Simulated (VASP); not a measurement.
Set up this calculation in VASP 6.6.1, as the native input.

| Item | Value |
| --- | --- |
| Task | single point |
| Functional | PBE |
| Dispersion | D3(BJ) |
| Potentials or basis | VASP PAW PBE potentials, release 64 (O, C, H) |
| Cutoff | 520 eV |
| k mesh | 1 × 1 × 1 |
| Occupations | fermi-dirac, width 0.05 eV |
| Spin | no spin polarisation |
| Dipole correction | no |
| Further INCAR settings | LREAL = Auto; ALGO = Normal; EDIFF = 1e-07; NBANDS = 64 |

The structure of H4C2O3 lies in POSCAR:

```
H4C2O3
1.0
    6.9437670000      0.0000000000      0.0000000000
    0.0000000000      6.9437670000      0.0000000000
    0.0000000000      0.0000000000      6.9437670000
O C H
9 6 12
Direct
    0.4153509183      0.6260578732      0.5243983561
    0.1453677809      0.5545116937      0.3585805803
    0.3727371613      0.7114438028      0.9897797550
    0.1885575942      0.9528113487      0.8835693940
    0.7989611403      0.9384387466      0.5962181623
    0.8177837764      0.7387344650      0.8578628862
    0.7495355187      0.4387964055      0.3241324198
    0.8488764096      0.2013316403      0.8626729555
    0.3762223012      0.0244391841      0.4550699930
    0.2853350350      0.5040347696      0.4494678465
    0.2667428213      0.8622121105      1.0146509812
    0.8202176139      0.7639801278      0.6826697958
    0.6685708204      0.4894461465      0.1728744642
    1.0046852091      0.2632720827      0.8013805763
    0.5038187485      0.0392006241      0.3336661498
    0.3835238135      0.7690206195      0.5090320571
    0.3220154132      0.3516391031      0.4788611139
    0.3891835656      0.6767796212      0.8591302099
    0.2261308595      0.8874001677      1.1693796753
    0.8237459581      1.0354754127      0.7034798259
    0.8220033881      0.6654745184      0.5608339105
    0.7097156342      0.6461190302      0.1253930323
    0.6343098782      0.4059035967      0.0400791098
    1.1016066639      0.3566651934      0.8801418596
    1.0699379746      0.2273981831      0.6509002966
    0.5078943461      0.1827682294      0.2656051103
    0.6316168155     -0.0659728358      0.3621521287
```

These files were run (other wordings do the same):

INCAR

```
PREC = Accurate ; ENCUT = 520
EDIFF = 1E-7 ; ISMEAR = -1
SIGMA = 0.05 ; LREAL = Auto
LASPH = True ; NELM = 100
ALGO = Normal ; ISIF = 2
LWAVE = False ; LCHARG = False
GGA = PE ; IVDW = 12
NBANDS = 64
```

KPOINTS

```
regular mesh
0
Gamma
  1 1 1
```

Potentials or basis: VASP PAW PBE potentials, release 64 (O, C, H).

Run with:

```console
$ cat potpaw_PBE.64/O/POTCAR potpaw_PBE.64/C/POTCAR potpaw_PBE.64/H/POTCAR > POTCAR
$ mpirun -np 1 vasp_gam > vasp.out
```

Results of the run:

```yaml
Pressure: 0.0 GPa
Largest_force: 4.878 eV/Å
Band_gap_on_the_k_mesh: 2.43 eV
Dispersion_energy_per_atom: -0.046 eV
```

Caveat: the k points lie up to 0.90 Å⁻¹ apart.

It took 31 s on 1 thread of Intel(R) Xeon(R) 6975P-C (Granite Rapids), on a shared host, peak memory 0.34 GiB.
